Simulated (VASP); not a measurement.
# Nb3Ag (Pm-3m) in VASP: a series of runs

The runs below take Nb3Ag through single point, relaxation of cell and atoms, with PBE.

Program: VASP 6.6.1. These are calculated values, not measurements. Logs are shortened: lines on timing, memory, paths and dates and some standing lists are left out, and cuts for length are marked.

## 1. The cell of the first run

The structure is cubic, space group Pm-3m (No. 221). The conventional cell has a = 4.990 Å, b = 4.990 Å, c = 4.990 Å, α = 90.00°, β = 90.00°, γ = 90.00°. Nb (site symmetry 4/mmm) has 2 Ag at 2.50 Å within 3.3 Å. Within 3.3 Å of Ag (site symmetry m-3m) lie 6 Nb at 2.50 Å.

The cell was built from a structure type or drawn by symmetry, and may not be a known phase.

## 2. Single point, PBE

The input, INCAR:

```
SYSTEM = Nb3Ag
  PREC = Accurate
  ENCUT = 520
  EDIFF = 1E-6
  ISMEAR = 0
  SIGMA = 0.1
  LREAL = .FALSE.
  LASPH = .TRUE.
  NELM = 60
  ALGO = Normal
  ISIF = 2
  LWAVE = .FALSE.
  LCHARG = .FALSE.
  GGA = PE
  NBANDS = 33
```

The input, KPOINTS:

```
Automatic mesh
0
G
  4 4 4
  0 0 0
```

The input, POSCAR:

```
Nb3Ag
1.0
    4.9900002224      0.0000000000      0.0000000000
    0.0000000000      4.9900002224      0.0000000000
    0.0000000000      0.0000000000      4.9900002224
Nb Ag
3 1
Direct
    0.0000000000      0.5000000000      0.5000000000
    0.5000000000      0.0000000000      0.5000000000
    0.5000000000      0.5000000000      0.0000000000
    0.5000000000      0.5000000000      0.5000000000
```

Potentials or basis: VASP PAW PBE potentials, release 64 (Nb_sv, Ag).

Run with:

```bash
cat potpaw_PBE.64/Nb_sv/POTCAR potpaw_PBE.64/Ag/POTCAR > POTCAR
mpirun -np 1 vasp_std > vasp.out
```

OUTCAR:

```text
SYSTEM = Nb3Ag
   PREC = Accurate
   ENCUT = 520
   EDIFF = 1E-6
   ISMEAR = 0
   LREAL = .FALSE.
   LASPH = .TRUE.
   NELM = 60
   ISIF = 2
   GGA = PE

 ion  position               nearest neighbor table
   1  0.000  0.500  0.500-   4 2.50   4 2.50
   2  0.500  0.000  0.500-   4 2.50   4 2.50
   3  0.500  0.500  0.000-   4 2.50   4 2.50
   4  0.500  0.500  0.500-   1 2.50   2 2.50   3 2.50   3 2.50   2 2.50   1 2.50

  LATTYP: Found a simple cubic cell.
 ALAT       =     4.9900002224

  Lattice vectors:

 A1 = (   4.9900002224,   0.0000000000,   0.0000000000)
 A2 = (   0.0000000000,   4.9900002224,   0.0000000000)
 A3 = (   0.0000000000,   0.0000000000,   4.9900002224)

Analysis of symmetry for initial positions (statically):
=====================================================================
 Subroutine PRICEL returns:
 Original cell was already a primitive cell.

 Routine SETGRP: Setting up the symmetry group for a
 simple cubic supercell.

 Subroutine GETGRP returns: Found 48 space group operations
 (whereof 48 operations were pure point group operations)
 out of a pool of 48 trial point group operations.

The static configuration has the point symmetry O_h .

Analysis of symmetry for dynamics (positions and initial velocities):
=====================================================================
 Subroutine PRICEL returns:
 Original cell was already a primitive cell.

 Routine SETGRP: Setting up the symmetry group for a
 simple cubic supercell.

 Subroutine GETGRP returns: Found 48 space group operations
 (whereof 48 operations were pure point group operations)
 out of a pool of 48 trial point group operations.

The dynamic configuration has the point symmetry O_h .

 Subroutine INISYM returns: Found 48 space group operations
 (whereof 48 operations are pure point group operations),
 and found     1 'primitive' translations

----------------------------------------------------------------------------------------

                                     Primitive cell

  volume of cell :     124.2515

  direct lattice vectors                    reciprocal lattice vectors
     4.990000222  0.000000000  0.000000000     0.200400793  0.000000000  0.000000000
     0.000000000  4.990000222  0.000000000     0.000000000  0.200400793  0.000000000
     0.000000000  0.000000000  4.990000222     0.000000000  0.000000000  0.200400793

  length of vectors
     4.990000222  4.990000222  4.990000222     0.200400793  0.200400793  0.200400793

  position of ions in fractional coordinates (direct lattice)
     0.000000000  0.500000000  0.500000000
     0.500000000  0.000000000  0.500000000
     0.500000000  0.500000000  0.000000000
     0.500000000  0.500000000  0.500000000

  ion indices of the primitive-cell ions
   primitive index   ion index
                 1           1
                 2           2
                 3           3
                 4           4

----------------------------------------------------------------------------------------

 KPOINTS: Automatic mesh

Automatic generation of k-mesh.
 Grid dimensions read from file:
 generate k-points for:    4    4    4

 Generating k-lattice:

  Cartesian coordinates                     Fractional coordinates (reciprocal lattice)
     0.050100198  0.000000000  0.000000000     0.250000000  0.000000000  0.000000000
     0.000000000  0.050100198  0.000000000     0.000000000  0.250000000  0.000000000
     0.000000000  0.000000000  0.050100198     0.000000000  0.000000000  0.250000000

  Length of vectors
     0.050100198  0.050100198  0.050100198

  Shift w.r.t. Gamma in fractional coordinates (k-lattice)
     0.000000000  0.000000000  0.000000000

 Subroutine IBZKPT returns following result:
 ===========================================

 Found     10 irreducible k-points:

 Following reciprocal coordinates:
            Coordinates               Weight
  0.000000  0.000000  0.000000      1.000000
  0.250000  0.000000  0.000000      6.000000
  0.500000  0.000000  0.000000      3.000000
  0.250000  0.250000  0.000000     12.000000
  0.500000  0.250000  0.000000     12.000000
  0.500000  0.500000  0.000000      3.000000
  0.250000  0.250000  0.250000      8.000000
  0.500000  0.250000  0.250000     12.000000
  0.500000  0.500000  0.250000      6.000000
  0.500000  0.500000  0.500000      1.000000
   k-points           NKPTS =     10   k-points in BZ     NKDIM =     10   number of bands    NBANDS=     33
   number of dos      NEDOS =    301   number of ions     NIONS =      4
   total plane-waves  NPLWV =  64000
   dimension x,y,z NGX =    40 NGY =   40 NGZ =   40
   dimension x,y,z NGXF=    80 NGYF=   80 NGZF=   80
   ions per type =               3   1
   NGX,Y,Z   is equivalent  to a cutoff of  13.33, 13.33, 13.33 a.u.
   NGXF,Y,Z  is equivalent  to a cutoff of  26.65, 26.65, 26.65 a.u.
 SYSTEM =  Nb3Ag
   PREC   = accura    normal or accurate (medium, high low for compatibility)
   ISTART =      0    job   : 0-new  1-cont  2-samecut
   ICHARG =      2    charge: 1-file 2-atom 10-const
   ISPIN  =      1    spin polarized calculation?
   LNONCOLLINEAR =      F non collinear calculations
   LSORBIT =      F    spin-orbit coupling
   LASPH  =      T    aspherical Exc in radial PAW
   ENCUT  =  520.0 eV  38.22 Ry    6.18 a.u.   9.28  9.28  9.28*2*pi/ulx,y,z
   NELM   =     60;   NELMIN=  2; NELMDL= -5     # of ELM steps
   EDIFF  = 0.1E-05   stopping-criterion for ELM
   LREAL  =      F    real-space projection
   EDIFFG = 0.1E-04   stopping-criterion for IOM
   NSW    =      0    number of steps for IOM
   IBRION =     -1    ionic relax: 0-MD 1-quasi-New 2-CG
   NFREE  =      0    steps in history (QN), initial steepest desc. (CG)
   ISIF   =      2    stress and relaxation
   ISYM   =      2    0-nonsym 1-usesym 2-fastsym
   POTIM  = 0.5000    time-step for ionic-motion
   TEBEG  =    0.0;   TEEND  =   0.0 temperature during run
   PSTRESS=    0.0 pullay stress
   NELECT =      50.0000    total number of electrons
   NUPDOWN=      -1.0000    fix difference up-down
   EMIN   =  10.00;   EMAX   =-10.00  energy-range for DOS
   EFERMI =   0.00;   METHOD = LEGACY
   ISMEAR =     0;   SIGMA  =   0.10  broadening in eV -4-tet -1-fermi 0-gaus
   EFERMI_NEDOS =   21; number of points for ismear=-14 and -15
   IALGO  =     38    algorithm
   IMIX   =      4    mixing-type and parameters
     AMIX     =   0.40;   BMIX     =  1.00
     AMIX_MAG =   1.60;   BMIX_MAG =  1.00
  volume/ion in A,a.u.               =      31.06       209.62
  Fermi-wavevector in a.u.,A,eV,Ry     =   1.208642  2.284002 19.875594  1.460815
  Thomas-Fermi vector in A             =   2.344243
   LORBIT       =      0    0 simple, 1 ext, 2 COOP (PROOUT), +10 PAW based schemes
   GGA     = PE    functional components
   LHFCALC =     F    Hartree Fock is set to
   AEXX    =    0.0000 exact exchange contribution
   IVDW    =     0    specifies the selected vdW correction
   LEPSILON=     F    determine dielectric tensor
   LRPA    =     F    only Hartree local field effects (RPA)
 non-spin polarized calculation
 Gauss-broadening in eV      SIGMA  =   0.10
  energy-cutoff  :      520.00
  volume of cell :      124.25
 maximum number of plane-waves:      3407
 NGX is ok and might be reduce to    40
   NGX = 19   NGY = 19   NGZ = 19

 number of electron      50.0000011 magnetization

 Free energy of the ion-electron system (eV)
  ---------------------------------------------------
  ext. energy  EPLUGINS =         0.00000000
  ---------------------------------------------------
  free energy    TOTEN  =       -22.03347968 eV

  energy without entropy =      -21.96930116  energy(sigma->0) =      -22.00139042

 E-fermi :   4.7964     XC(G=0):  -9.3301

 val. band max:        4.7644851182   @ k =   0.5000   0.5000   0.2500
 cond. band min:       4.8030741289   @ k =   0.5000   0.0000   0.0000
 fundamental gap:      0.0385890107
 Fermi energy:         4.7963613512

 k-point     1 :       0.0000    0.0000    0.0000
  band No.  band energies     occupation
      1     -50.7364      2.00000
      2     -50.7154      2.00000
      3     -50.7154      2.00000
      4     -26.8658      2.00000
      5     -26.8658      2.00000
      6     -26.8658      2.00000
[... 25 lines left out ...]
     32       6.9738      0.00000
     33       7.0050      0.00000

 k-point     2 :       0.2500    0.0000    0.0000
  band No.  band energies     occupation
      1     -50.7334      2.00000
      2     -50.7171      2.00000
      3     -50.7154      2.00000
      4     -26.8706      2.00000
      5     -26.8577      2.00000
      6     -26.8577      2.00000
[... 25 lines left out ...]
     32       6.4842      0.00000
     33       6.9824      0.00000

 k-point     3 :       0.5000    0.0000    0.0000
  band No.  band energies     occupation
      1     -50.7294      2.00000
      2     -50.7198      2.00000
      3     -50.7154      2.00000
      4     -26.8765      2.00000
      5     -26.8487      2.00000
      6     -26.8487      2.00000
[... 25 lines left out ...]
     32       5.9404      0.00000
     33       6.9931      0.00000

 k-point     4 :       0.2500    0.2500    0.0000
  band No.  band energies     occupation
      1     -50.7306      2.00000
      2     -50.7176      2.00000
      3     -50.7164      2.00000
      4     -26.8951      2.00000
      5     -26.8494      2.00000
      6     -26.8380      2.00000
[... 25 lines left out ...]
     32       6.3633      0.00000
     33       6.4522      0.00000

 k-point     5 :       0.5000    0.2500    0.0000
  band No.  band energies     occupation
      1     -50.7267      2.00000
      2     -50.7198      2.00000
      3     -50.7167      2.00000
      4     -26.9114      2.00000
      5     -26.8400      2.00000
      6     -26.8271      2.00000
[... 25 lines left out ...]
     32       6.2165      0.00000
     33       6.2364      0.00000

 k-point     6 :       0.5000    0.5000    0.0000
  band No.  band energies     occupation
      1     -50.7224      2.00000
      2     -50.7198      2.00000
      3     -50.7198      2.00000
      4     -26.9364      2.00000
      5     -26.8299      2.00000
      6     -26.8158      2.00000
[... 25 lines left out ...]
     32       5.8396      0.00000
     33       6.1857      0.00000

 k-point     7 :       0.2500    0.2500    0.2500
  band No.  band energies     occupation
      1     -50.7281      2.00000
      2     -50.7176      2.00000
      3     -50.7176      2.00000
      4     -26.9208      2.00000
      5     -26.8332      2.00000
      6     -26.8332      2.00000
[... 25 lines left out ...]
     32       6.1186      0.00000
     33       6.6809      0.00000

 k-point     8 :       0.5000    0.2500    0.2500
  band No.  band energies     occupation
      1     -50.7246      2.00000
      2     -50.7198      2.00000
      3     -50.7176      2.00000
      4     -26.9417      2.00000
      5     -26.8273      2.00000
      6     -26.8228      2.00000
[... 25 lines left out ...]
     32       6.0997      0.00000
     33       6.2832      0.00000

 k-point     9 :       0.5000    0.5000    0.2500
  band No.  band energies     occupation
      1     -50.7211      2.00000
      2     -50.7198      2.00000
      3     -50.7198      2.00000
      4     -26.9676      2.00000
      5     -26.8213      2.00000
      6     -26.8157      2.00000
[... 25 lines left out ...]
     32       6.1553      0.00000
     33       6.3638      0.00000

 k-point    10 :       0.5000    0.5000    0.5000
  band No.  band energies     occupation
      1     -50.7198      2.00000
      2     -50.7198      2.00000
      3     -50.7198      2.00000
      4     -26.9957      2.00000
      5     -26.8157      2.00000
      6     -26.8157      2.00000
[... 25 lines left out ...]
     32       6.5004      0.00000
     33       6.5006      0.00000

------------------------ aborting loop because EDIFF is reached ----------------------------------------

  FORCE on cell =-STRESS in cart. coord.  units (eV):
  Direction    XX          YY          ZZ          XY          YZ          ZX
  --------------------------------------------------------------------------------------
  -------------------------------------------------------------------------------------
  Total       -0.1552067     -0.1552067     -0.1552067      0.0000000     -0.0000000      0.0000000
  in kB       -2.0013333     -2.0013333     -2.0013333      0.0000000     -0.0000000      0.0000000
  external PRESSURE =      -2.0013333 kB  Pullay stress =       0.0000000 kB

 VOLUME and BASIS-vectors are now :
 -----------------------------------------------------------------------------
  energy-cutoff  :      520.00
  volume of cell :      124.25
      direct lattice vectors                 reciprocal lattice vectors
     4.990000222  0.000000000  0.000000000     0.200400793  0.000000000  0.000000000
     0.000000000  4.990000222  0.000000000     0.000000000  0.200400793  0.000000000
     0.000000000  0.000000000  4.990000222     0.000000000  0.000000000  0.200400793

 POSITION                                       TOTAL-FORCE (eV/Angst)
 -----------------------------------------------------------------------------------
      0.00000      2.49500      2.49500         0.000000      0.000000      0.000000
      2.49500      0.00000      2.49500         0.000000      0.000000      0.000000
      2.49500      2.49500      0.00000         0.000000      0.000000      0.000000
      2.49500      2.49500      2.49500         0.000000      0.000000      0.000000
 -----------------------------------------------------------------------------------
    total drift:                               -0.000000     -0.000000     -0.000000

  FREE ENERGIE OF THE ION-ELECTRON SYSTEM (eV)
  ---------------------------------------------------
  free  energy   TOTEN  =       -22.0334796753 eV

  energy  without entropy=      -21.9693011597  energy(sigma->0) =      -22.00139042
```

Wall time 88 s (1 thread of Intel Xeon 8259CL, shared host); peak memory 0.25 GiB.

What came out:

```yaml
Free_energy: -22.0335 eV
Pressure: -0.2 GPa
Band_gap_on_the_k_mesh: zero (bands 25 and 26 overlap by 1.00 eV)
```

## 3. Relaxation of cell and atoms, PBE

This run uses another cell than the first one, of 17.08 Å³/atom.

The input, INCAR:

```
SYSTEM = Nb3Ag
  ALGO = Normal
  EDIFF = 1E-6
  EDIFFG = -0.04
  ENCUT = 600
  GGA = PE
  IBRION = 2
  ISIF = 3
  ISMEAR = 0
  LASPH = .TRUE.
  LCHARG = .FALSE.
  LREAL = .FALSE.
  LWAVE = .FALSE.
  NELM = 100
  NSW = 90
  PREC = Accurate
  SIGMA = 0.1
```

The input, KPOINTS:

```
k-points
0
G
  4 4 4
  0 0 0
```

The input, POSCAR:

```
Nb3Ag
1.0
    4.0880069300      0.0000000000      0.0000000000
    0.0000000000      4.0880069300      0.0000000000
    0.0000000000      0.0000000000      4.0880069300
Nb Ag
3 1
Direct
    0.0000000000      0.5000000000      0.5000000000
    0.5000000000      0.0000000000      0.5000000000
    0.5000000000      0.5000000000      0.0000000000
    0.5000000000      0.5000000000      0.5000000000
```

Potentials or basis: VASP PAW PBE potentials, release 64 (Nb_sv, Ag).

Run with:

```bash
cat potpaw_PBE.64/Nb_sv/POTCAR potpaw_PBE.64/Ag/POTCAR > POTCAR
mpirun -np 1 vasp_std > vasp.out
```

OUTCAR:

```text
SYSTEM = Nb3Ag
   EDIFF = 1E-6
   EDIFFG = -0.04
   ENCUT = 600
   GGA = PE
   IBRION = 2
   ISIF = 3
   ISMEAR = 0
   LASPH = .TRUE.
   LREAL = .FALSE.
   NELM = 100
   NSW = 90
   PREC = Accurate

 ion  position               nearest neighbor table
   1  0.000  0.500  0.500-   4 2.04   4 2.04   2 2.89   3 2.89   2 2.89   2 2.89   3 2.89   3 2.89
                             3 2.89   2 2.89
   2  0.500  0.000  0.500-   4 2.04   4 2.04   1 2.89   3 2.89   1 2.89   3 2.89   3 2.89   3 2.89
                             1 2.89   1 2.89
   3  0.500  0.500  0.000-   4 2.04   4 2.04   1 2.89   1 2.89   2 2.89   2 2.89   2 2.89   2 2.89
                             1 2.89   1 2.89
   4  0.500  0.500  0.500-   1 2.04   2 2.04   3 2.04   3 2.04   2 2.04   1 2.04

  LATTYP: Found a simple cubic cell.
 ALAT       =     4.0880069300

  Lattice vectors:

 A1 = (   4.0880069300,   0.0000000000,   0.0000000000)
 A2 = (   0.0000000000,   4.0880069300,   0.0000000000)
 A3 = (   0.0000000000,   0.0000000000,   4.0880069300)

Analysis of symmetry for initial positions (statically):
=====================================================================
 Subroutine PRICEL returns:
 Original cell was already a primitive cell.

[... 150 lines left out ...]
--------------------------------------- Ionic step        1  -------------------------------------------

 number of electron      49.9999993 magnetization

 Free energy of the ion-electron system (eV)
  ---------------------------------------------------
  ext. energy  EPLUGINS =         0.00000000
  ---------------------------------------------------
  free energy    TOTEN  =        -5.64205383 eV

  energy without entropy =       -5.62090302  energy(sigma->0) =       -5.63147842

 E-fermi :  11.6055     XC(G=0): -12.1734

 val. band max:       11.6039723960   @ k =   0.5000   0.2500   0.0000
 cond. band min:      11.6317683686   @ k =   0.5000   0.0000   0.0000
 fundamental gap:      0.0277959727
 Fermi energy:        11.6054595102
[... 703 lines left out ...]
     29      -0.9222      0.01118
     30      -0.9222      0.01118

------------------------ aborting loop EDIFF was not reached (unconverged)  ----------------------------

  FORCE on cell =-STRESS in cart. coord.  units (eV):
  Direction    XX          YY          ZZ          XY          YZ          ZX
  --------------------------------------------------------------------------------------
  -------------------------------------------------------------------------------------
  Total      -87.3820563    -87.3820563    -87.3820563      0.0000000      0.0000000     -0.0000000
  in kB     -337.3881724   -337.3881724   -337.3881724      0.0000000      0.0000000     -0.0000000
  external PRESSURE =    -337.3881724 kB  Pullay stress =       0.0000000 kB
[... 552 lines left out ...]
--------------------------------------- Ionic step        8  -------------------------------------------

 number of electron      50.0000009 magnetization

 Free energy of the ion-electron system (eV)
  ---------------------------------------------------
  ext. energy  EPLUGINS =         0.00000000
  ---------------------------------------------------
  free energy    TOTEN  =       -21.97448641 eV

  energy without entropy =      -21.91081517  energy(sigma->0) =      -21.94265079

 E-fermi :   4.8645     XC(G=0):  -9.3635

 val. band max:        4.8304815207   @ k =   0.5000   0.5000   0.2500
 cond. band min:       4.8733356796   @ k =   0.5000   0.5000   0.2500
 fundamental gap:      0.0428541589
 Fermi energy:         4.8645139472
[... 359 lines left out ...]
  FREE ENERGIE OF THE ION-ELECTRON SYSTEM (eV)
  ---------------------------------------------------
  free  energy   TOTEN  =       -21.9744864135 eV

  energy  without entropy=      -21.9108151718  energy(sigma->0) =      -21.94265079

 reached required accuracy - stopping structural energy minimisation
```

Wall time 15 min (1 thread of Intel Xeon 8259CL, shared host); peak memory 0.23 GiB.

Results:

| Property | Result |
| --- | --- |
| Free energy | -21.9745 eV |
| Relaxed volume | 30.83 Å³/atom |
| Relaxed cell | a = 4.977 Å, b = 4.977 Å, c = 4.977 Å, α = 90.00°, β = 90.00°, γ = 90.00° |
| Space group after relaxing (to 0.1 Å) | Pm-3m (No. 221) |
| Pressure after relaxing | 0.1 GPa |
| Band gap on the k mesh | zero (bands 25 and 26 overlap by 1.01 eV) |

Final structure:
```
CELL_PARAMETERS angstrom
4.97731 0.00000 0.00000
0.00000 4.97731 0.00000
0.00000 0.00000 4.97731
ATOMIC_POSITIONS crystal
Nb 0.00000 0.50000 0.50000
Nb 0.50000 0.00000 0.50000
Nb 0.50000 0.50000 0.00000
Ag 0.50000 0.50000 0.50000
```

Levels at points of the mesh, in eV from the Fermi level:
| k point | band 22 | band 23 | band 24 | band 25 | band 26 | band 27 | band 28 | band 29 |
| --- | --- | --- | --- | --- | --- | --- | --- | --- |
| (0.00, 0.00, 0.00) | -0.23 | -0.23 | -0.23 | 1.02 | 1.02 | 1.02 | 1.45 | 2.20 |
| (0.50, 0.00, 0.00) | -0.89 | -0.59 | -0.23 | 0.01 | 0.03 | 0.03 | 0.54 | 0.61 |
| (0.50, 0.50, 0.00) | -0.47 | -0.47 | -0.33 | -0.29 | 0.08 | 0.08 | 0.62 | 0.68 |
| (0.50, 0.50, 0.50) | -1.31 | -0.31 | -0.31 | -0.31 | 0.21 | 0.21 | 0.21 | 1.35 |

Caveat: the k points lie up to 0.32 Å⁻¹ apart in the final cell, too coarse for converged energies and pressures of a metal; the volume moved by over 15 % at a fixed basis, so the end points are rough.
